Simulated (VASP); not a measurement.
# NbN (Fm-3m) in VASP: single point with PBE+U

Aim: the single point of NbN with PBE+U.

All numbers are computed with VASP 6.6.1; they aren't measurements. Logs are shortened: lines on timing, memory, paths and dates and some standing lists are left out, and cuts for length are marked.

### Step 1. The cell of the first run

It takes space group Fm-3m (No. 225, cubic). Conventional cell: a = 4.389 Å, b = 4.389 Å, c = 4.389 Å, α = 90.00°, β = 90.00°, γ = 90.00°. Nb (site symmetry m-3m) has 6 N at 2.19 Å within 2.9 Å. Within 2.9 Å of N (site symmetry m-3m) lie 6 Nb at 2.19 Å.

### Step 2. Single point, PBE+U, non-collinear spin, twin_end start

Contents of INCAR:

```
SYSTEM = NbN
ALGO = Normal ; EDIFF = 1E-6
ENCUT = 600 ; GGA = PE
GGA_COMPAT = .False. ; ISIF = 2
ISMEAR = 0 ; LASPH = .True.
LCHARG = .True. ; LDAU = .True.
LDAUJ = 0 0 ; LDAUL = 2 -1
LDAUPRINT = 1 ; LDAUTYPE = 2
LDAUU = 2 0 ; LMAXMIX = 4
LNONCOLLINEAR = .True. ; LORBIT = 11
LREAL = .False. ; LVHAR = .True.
LWAVE = .False. ; MAGMOM = 0.04 0 0.03 0.04 0 0.03 0.01 0 0.01 0.01 0 0.01
NBANDS = 50 ; NELM = 200
PREC = Accurate ; SIGMA = 0.05
```

Contents of KPOINTS:

```
k-points
0
Gamma
  7 7 7
  0 0 0
```

Contents of POSCAR:

```
NbN
1.0
    0.0000000000      2.1945007300      2.1945007300
    4.3890014600      2.1945007300      2.1945007300
    4.3890014600      4.3890014600      0.0000000000
Nb N
2 2
Direct
    0.5000000000      0.5000000000      0.0000000000
    0.5000000000      0.5000000000      0.5000000000
    0.0000000000      0.0000000000      0.0000000000
    0.0000000000      0.0000000000      0.5000000000
```

Potentials or basis: VASP PAW PBE potentials, release 64 (Nb_sv, N).

On the command line:

```console
> cat potpaw_PBE.64/Nb_sv/POTCAR potpaw_PBE.64/N/POTCAR > POTCAR
> mpirun -np 1 vasp_ncl > vasp.out
```

OUTCAR:

```text
SYSTEM = NbN
   EDIFF = 1E-6
   ENCUT = 600
   GGA = PE
   ISIF = 2
   ISMEAR = 0
   LASPH = .True.
   LNONCOLLINEAR = .True.
   LORBIT = 11
   LREAL = .False.
   NELM = 200
   PREC = Accurate

 ion  position               nearest neighbor table
   1  0.500  0.500  0.000-   4 2.19   3 2.19   4 2.19   3 2.19   4 2.19   4 2.19
   2  0.500  0.500  0.500-   3 2.19   3 2.19   4 2.19   4 2.19   3 2.19   3 2.19
   3  0.000  0.000  0.000-   2 2.19   1 2.19   2 2.19   1 2.19   2 2.19   2 2.19
   4  0.000  0.000  0.500-   1 2.19   1 2.19   2 2.19   2 2.19   1 2.19   1 2.19

  LATTYP: Found a simple tetragonal cell.
 ALAT       =     3.1034926950
 C/A-ratio  =     1.4142135624

  Lattice vectors:

 A1 = (   0.0000000000,  -2.1945007300,   2.1945007300)
 A2 = (   0.0000000000,  -2.1945007300,  -2.1945007300)
 A3 = (   4.3890014600,   0.0000000000,   0.0000000000)

Analysis of symmetry for initial positions (statically):
=====================================================================
 Subroutine PRICEL returns following result:

  LATTYP: Found a face centered cubic cell.
 ALAT       =     4.3890014600
[... 12 lines left out ...]
 Subroutine GETGRP returns: Found 16 space group operations
 (whereof 16 operations were pure point group operations)
 out of a pool of 16 trial point group operations.

The static configuration has the point symmetry D_4h.

Analysis of symmetry for dynamics (positions and initial velocities):
=====================================================================
 Subroutine PRICEL returns following result:

  LATTYP: Found a face centered cubic cell.
 ALAT       =     4.3890014600
[... 12 lines left out ...]
 Subroutine GETGRP returns: Found 16 space group operations
 (whereof 16 operations were pure point group operations)
 out of a pool of 16 trial point group operations.

The dynamic configuration has the point symmetry D_4h.

Analysis of structural, dynamic, and magnetic symmetry:
=====================================================================
 Subroutine PRICEL returns following result:

  LATTYP: Found a face centered cubic cell.
 ALAT       =     4.3890014600
[... 12 lines left out ...]
 Subroutine GETGRP returns: Found  2 space group operations
 (whereof  2 operations were pure point group operations)
 out of a pool of 16 trial point group operations.

The overall configuration has the point symmetry S_2 .

 Subroutine INISYM returns: Found  2 space group operations
 (whereof  2 operations are pure point group operations),
 and found     2 'primitive' translations

----------------------------------------------------------------------------------------

                                     Primitive cell

  volume of cell :      21.1367

  direct lattice vectors                    reciprocal lattice vectors
    -2.194500730  2.194500730  0.000000000    -0.227842257  0.227842257 -0.227842257
    -2.194500730  0.000000000  2.194500730    -0.227842257 -0.227842257  0.227842257
     0.000000000  2.194500730  2.194500730     0.227842257  0.227842257  0.227842257

  length of vectors
     3.103492695  3.103492695  3.103492695     0.394634366  0.394634366  0.394634366

  position of ions in fractional coordinates (direct lattice)
     0.500000000  0.500000000  0.500000000
     0.000000000  0.000000000  0.000000000
[... 167 lines left out ...]
  o =  0.2634  v = -0.7889 -0.0000  0.0000 -0.4806  0.0000 -0.3209 -0.0001  0.0000 -0.1934  0.0000      0.0000 -0.0000  0.0000 -0.0637  0.0000 -0.0263 -0.0000 -0.0000 -0.0393  0.0000
  o =  0.2634  v = -0.4847  0.0001  0.0000  0.7818  0.0000 -0.1970 -0.0000  0.0000  0.3161  0.0000      0.0000  0.0001  0.0000  0.1028  0.0000 -0.0160  0.0000 -0.0000  0.0659  0.0000

atom =   2  type =  1  l = 2

 onsite density matrix

spin component  1

  0.2634 -0.0000 -0.0000 -0.0000 -0.0000      0.0000  0.0000 -0.0000  0.0000 -0.0000
 -0.0000  0.2599 -0.0000  0.0000 -0.0000     -0.0000  0.0000 -0.0000 -0.0000  0.0000
 -0.0000 -0.0000  0.1861  0.0000  0.0002      0.0000  0.0000  0.0000 -0.0000 -0.0000
 -0.0000  0.0000  0.0000  0.2634 -0.0000     -0.0000  0.0000  0.0000 -0.0000 -0.0000
 -0.0000 -0.0000  0.0002 -0.0000  0.1858      0.0000 -0.0000  0.0000  0.0000 -0.0000
[... 19 lines left out ...]
  0.2632  0.0000  0.0000 -0.0000  0.0000     -0.0000 -0.0000  0.0000 -0.0000 -0.0000
  0.0000  0.2597 -0.0000 -0.0000  0.0000      0.0000 -0.0000  0.0000  0.0000 -0.0000
  0.0000 -0.0000  0.1861 -0.0000  0.0002     -0.0000 -0.0000 -0.0000 -0.0000  0.0000
 -0.0000 -0.0000 -0.0000  0.2632  0.0000      0.0000 -0.0000  0.0000  0.0000  0.0000
  0.0000  0.0000  0.0002  0.0000  0.1858      0.0000  0.0000 -0.0000 -0.0000  0.0000

 occupancies and eigenvectors

  o =  0.1857  v = -0.0000 -0.0000 -0.1182  0.0000  0.2049  0.0000 -0.0000  0.2512 -0.0000 -0.4293      0.0000 -0.0000 -0.1761 -0.0000  0.3032  0.0000  0.0000  0.3766  0.0000 -0.6572
  o =  0.1857  v = -0.0000  0.0000  0.3575 -0.0000 -0.6204  0.0000 -0.0000  0.1636  0.0000 -0.2877      0.0000 -0.0000  0.2790 -0.0000 -0.4802  0.0000  0.0000  0.1341  0.0000 -0.2267
  o =  0.1862  v =  0.0000 -0.0000 -0.3037 -0.0000 -0.1759 -0.0000 -0.0000  0.8032  0.0000  0.4637      0.0000  0.0000  0.0646  0.0000  0.0329  0.0000  0.0000 -0.0931  0.0000 -0.0516
  o =  0.1862  v = -0.0000 -0.0000 -0.7158  0.0000 -0.4158  0.0000 -0.0000 -0.2617 -0.0000 -0.1502      0.0000  0.0000 -0.3751 -0.0000 -0.2137  0.0000 -0.0000 -0.1674 -0.0000 -0.0968
  o =  0.2597  v =  0.0001  0.3562  0.0000 -0.0001  0.0000  0.0001 -0.9011 -0.0000  0.0000 -0.0000      0.0000 -0.1167  0.0000 -0.0000  0.0000 -0.0000  0.2180 -0.0000  0.0001  0.0000
  o =  0.2599  v =  0.0000  0.6920 -0.0000 -0.0001 -0.0000 -0.0000  0.2986  0.0000  0.0001 -0.0000      0.0000 -0.6169 -0.0000  0.0002  0.0000 -0.0001 -0.2265  0.0000  0.0000  0.0000
  o =  0.2632  v = -0.3499 -0.0000  0.0000  0.0608  0.0000  0.8554  0.0001  0.0000 -0.1718  0.0000      0.0000 -0.0001 -0.0000 -0.1282  0.0000  0.0711 -0.0000  0.0000  0.3020  0.0000
  o =  0.2632  v =  0.1423  0.0000  0.0000  0.1481 -0.0000 -0.3463  0.0001 -0.0000 -0.4180 -0.0000      0.0000 -0.0001 -0.0000 -0.3181  0.0000 -0.0255  0.0000 -0.0000  0.7492  0.0000
  o =  0.2634  v = -0.7889 -0.0000  0.0000 -0.4806  0.0000 -0.3209 -0.0001  0.0000 -0.1934  0.0000      0.0000 -0.0000  0.0000 -0.0637  0.0000 -0.0263 -0.0000 -0.0000 -0.0393  0.0000
  o =  0.2634  v = -0.4847  0.0001  0.0000  0.7818  0.0000 -0.1970 -0.0000  0.0000  0.3161  0.0000      0.0000  0.0001  0.0000  0.1028  0.0000 -0.0160  0.0000 -0.0000  0.0659  0.0000

 number of electron      35.9999999 magnetization       0.0013553      0.0001098      0.0014159

 Free energy of the ion-electron system (eV)
  ---------------------------------------------------
  ext. energy  EPLUGINS =         0.00000000
  ---------------------------------------------------
  free energy    TOTEN  =       -37.45586812 eV

  energy without entropy =      -37.45204482  energy(sigma->0) =      -37.45395647

 E-fermi :  14.2375     XC(G=0): -13.4053

 val. band max:       14.2220581911   @ k =   0.0000  -0.2857   0.0000
 cond. band min:      14.2574283480   @ k =   0.0000  -0.1429   0.4286
 fundamental gap:      0.0353701569
 Fermi energy:        14.2375375903

 k-point     1 :       0.0000    0.0000    0.0000
  band No.  band energies     occupation
      1     -42.5296      1.00000
      2     -42.5290      1.00000
      3     -42.3497      1.00000
      4     -42.3492      1.00000
      5     -19.0294      1.00000
      6     -19.0286      1.00000
[... 1213 lines left out ...]
     47      19.3622      0.00000
     48      19.3628      0.00000

 [... further k-points ...]

 [bands above 48 left out]

------------------------ aborting loop because EDIFF is reached ----------------------------------------

  FORCE on cell =-STRESS in cart. coord.  units (eV):
  Direction    XX          YY          ZZ          XY          YZ          ZX
  --------------------------------------------------------------------------------------
  -------------------------------------------------------------------------------------
  Total        2.8145931      2.9824051      2.9823901      0.0000160      0.0000516      0.0000019
  in kB      106.6741094    113.0342453    113.0336770      0.0006080      0.0019551      0.0000712
  external PRESSURE =     110.9140106 kB  Pullay stress =       0.0000000 kB

 VOLUME and BASIS-vectors are now :
 -----------------------------------------------------------------------------
  energy-cutoff  :      600.00
  volume of cell :       42.27
      direct lattice vectors                 reciprocal lattice vectors
     0.000000000  2.194500730  2.194500730    -0.227842257  0.227842257  0.227842257
     4.389001460  2.194500730  2.194500730     0.227842257 -0.227842257  0.227842257
     4.389001460  4.389001460  0.000000000     0.000000000  0.227842257 -0.227842257

 POSITION                                       TOTAL-FORCE (eV/Angst)
 -----------------------------------------------------------------------------------
      2.19450      2.19450      2.19450         0.000000      0.000000      0.000000
      4.38900      4.38900      2.19450         0.000000     -0.000000     -0.000000
      0.00000      0.00000      0.00000        -0.000000     -0.000000      0.000000
      2.19450      2.19450      0.00000        -0.000000     -0.000000      0.000000
 -----------------------------------------------------------------------------------
    total drift:                                0.000000      0.000000      0.000000

  FREE ENERGIE OF THE ION-ELECTRON SYSTEM (eV)
  ---------------------------------------------------
  free  energy   TOTEN  =       -37.4558681191 eV

  energy  without entropy=      -37.4520448205  energy(sigma->0) =      -37.45395647

 total charge

# of ion       s       p       d       tot
------------------------------------------
    1        2.157   6.064   2.284  10.504
    2        2.157   6.064   2.284  10.504
    3        1.236   2.526   0.000   3.763
    4        1.236   2.526   0.000   3.763
--------------------------------------------------
tot          6.786  17.180   4.567  28.533

 magnetization (x)

# of ion       s       p       d       tot
------------------------------------------
    1        0.000   0.000   0.001   0.001
    2        0.000   0.000   0.001   0.001
    3       -0.000  -0.000   0.000  -0.000
    4       -0.000  -0.000   0.000  -0.000
--------------------------------------------------
tot         -0.000  -0.000   0.001   0.001

 magnetization (y)

# of ion       s       p       d       tot
------------------------------------------
    1        0.000   0.000   0.000   0.000
    2        0.000   0.000   0.000   0.000
    3       -0.000  -0.000   0.000  -0.000
    4       -0.000  -0.000   0.000  -0.000
--------------------------------------------------
tot         -0.000  -0.000   0.000   0.000

 magnetization (z)

# of ion       s       p       d       tot
------------------------------------------
    1        0.000   0.000   0.001   0.001
    2        0.000   0.000   0.001   0.001
    3       -0.000  -0.000   0.000  -0.000
    4       -0.000  -0.000   0.000  -0.000
--------------------------------------------------
tot         -0.000  -0.000   0.001   0.001
```

Run time: 16 min. Hardware: 1 thread of Intel Xeon 6975P-C (Granite Rapids), shared host; peak memory 0.91 GiB.

What came out:

```
Free energy                                           : -37.4559 eV
Pressure                                              : 11.1 GPa
Band gap on the k mesh                                : zero (bands 36 and 37 overlap by 3.31 eV)
Net moment                                            : 0.00 μB per cell
Valence electrons inside the program's atomic spheres : Nb 10.50; N 3.76
```

Stress tensor (GPa, compression positive):
```
10.67  0.00  0.00
 0.00 11.30  0.00
 0.00  0.00 11.30
```

Moments on the atoms (μB; x, y, z):
```
Nb  0.00 0.00 0.00
Nb  0.00 0.00 0.00
N   0.00 0.00 0.00
N   0.00 0.00 0.00
```

Caveat: the cell stands under pressure. The state reached can hang on the start; a lower one may exist.
